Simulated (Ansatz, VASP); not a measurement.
# NaLi2Cu2 in VASP and in Ansatz

The input INCAR:

```
SYSTEM = NaLi2Cu2
ALGO = Fast ; EDIFF = 1E-6
ENCUT = 520 ; GGA = PE
ISIF = 2 ; ISMEAR = 0
LASPH = .TRUE. ; LCHARG = .TRUE.
LELF = .TRUE. ; LREAL = .FALSE.
LVHAR = .TRUE. ; LWAVE = .FALSE.
NBANDS = 26 ; NELM = 100
PREC = Accurate ; SIGMA = 0.1
```

Contents of KPOINTS:

```
k-points
0
G
  6 6 6
  0 0 0
```

POSCAR

```
NaLi2Cu2
1.0
   -1.8741330039      1.8741330039      4.9172796637
    1.8741330039     -1.8741330039      4.9172796637
    1.8741330039      1.8741330039     -4.9172796637
Na Li Cu
1 2 2
Direct
    0.0000000000      0.0000000000      0.0000000000
    0.2500000000      0.7500000000      0.5000000000
    0.7500000000      0.2500000000      0.5000000000
    0.6260000000      0.6260000000      0.0000000000
    0.3740000000      0.3740000000      0.0000000000
```

Input for Ansatz:

```yaml
crystal:
  lattice:
    - [-1.8741330039, 1.8741330039, 4.9172796637]
    - [1.8741330039, -1.8741330039, 4.9172796637]
    - [1.8741330039, 1.8741330039, -4.9172796637]
  atoms:
    - { symbol: Na, position: [0.0, 0.0, 0.0] }
    - { symbol: Li, position: [0.25, 0.75, 0.5] }
    - { symbol: Li, position: [0.75, 0.25, 0.5] }
    - { symbol: Cu, position: [0.626, 0.626, 0.0] }
    - { symbol: Cu, position: [0.374, 0.374, 0.0] }
basis:
  ecutwfc: 420
kpoints:
  mp_grid: { grid: [6, 6, 6] }
hamiltonian:
  xc: pbe
scf:
  occupations: { method: gaussian, width: 0.1 }
  lower_state_search: "off"
output:
  forces: true
  stress: true
  eigenvalues: true
```

Alike in both runs: task single point; functional PBE; k mesh 6 × 6 × 6; occupations gaussian, width 0.1 eV; no spin polarisation.

|  | VASP | Ansatz |
| --- | --- | --- |
| version | VASP 6.6.1 | Ansatz 0.2.0 |
| potentials or method | VASP PAW PBE potentials, release 64 (Na_pv, Li_sv, Cu), cutoff 520 eV | scalar-relativistic, plane waves, PAW |
| valence electrons in the cell | 35 | 53 |

|  | VASP | Ansatz | Ansatz less VASP |
| --- | --- | --- | --- |
| gap on the k mesh at the Fermi level (eV) | none | none | - |
| rms of the force components (eV/Å) | 0.518 | 0.520 | +0.0018 |

Atom by atom the forces differ by 0.002 eV/Å (rms over components). A gap of «none» marks a metal or a gap that the smearing closes. VASP's potentials hold 35 valence electrons a cell and Ansatz's 53, so a difference there can come from the potentials and not from the codes.

The k mesh is coarse, so the values compare programs but aren't converged. Noted on VASP's run: the cutoff is under 1.25 times that of the potentials, so the pressure is a little rough.
